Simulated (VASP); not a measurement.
Write the native input for VASP 6.6.1 that does the following.

| Item | Value |
| --- | --- |
| Task | single point |
| Functional | PBE |
| Potentials or basis | VASP PAW PBE potentials, release 64 (Ba_sv, Hf_pv, O) |
| Cutoff | 520 eV |
| k mesh | 6 × 6 × 6 |
| Occupations | gaussian, width 0.02 eV |
| Spin | no spin polarisation |
| Dipole correction | no |
| Further INCAR settings | ALGO = Normal; EDIFF = 1e-06; NBANDS = 27 |

The structure of BaHfO3 lies in POSCAR:

```
BaHfO3
1.0
    4.1795737602      0.0270604885      0.0000000000
    0.0270604885      4.1795737602      0.0000000000
    0.0000000000      0.0000000000      4.4306081363
Ba Hf O
1 1 3
Direct
    0.5000000000      0.5000000000      1.0315766163
    0.0000000000      0.0000000000      0.4575092952
    0.0000000000      0.5000000000      0.5009839875
    0.5000000000      0.0000000000      0.5009839875
    0.0000000000      0.0000000000      0.9989679036
```

This cell differs from its parent crystal: strained and its atoms moved.

The input as run:

INCAR

```
PREC = Accurate
ENCUT = 520
EDIFF = 1E-6
ISMEAR = 0
SIGMA = 0.02
LREAL = F
LASPH = T
NELM = 100
ALGO = Normal
ISIF = 2
LWAVE = F
LCHARG = T
GGA = PE
LELF = T
LVHAR = T
NBANDS = 27
```

KPOINTS

```
regular mesh
0
Gamma
  6 6 6
```

Potentials or basis: VASP PAW PBE potentials, release 64 (Ba_sv, Hf_pv, O).

Run with:

```sh
$ cat potpaw_PBE.64/Ba_sv/POTCAR potpaw_PBE.64/Hf_pv/POTCAR potpaw_PBE.64/O/POTCAR > POTCAR
$ mpirun -np 1 vasp_std > vasp.out
```

It gave:

* Pressure: -3.8 GPa
* Largest force: 1.360 eV/Å
* Band gap on the k mesh: 3.46 eV, indirect (least direct gap 3.91 eV)

Caveat: the cell differs from its parent crystal (strained and its atoms moved); spin-orbit coupling is left out, which moves the levels of the heavy elements; forces of over 1 eV/Å act on the atoms, so gaps and moduli don't describe the material at rest.

Run time: 41 s on 1 thread of Intel(R) Xeon(R) 6975P-C (Granite Rapids), on a shared host, peak memory 0.25 GiB.
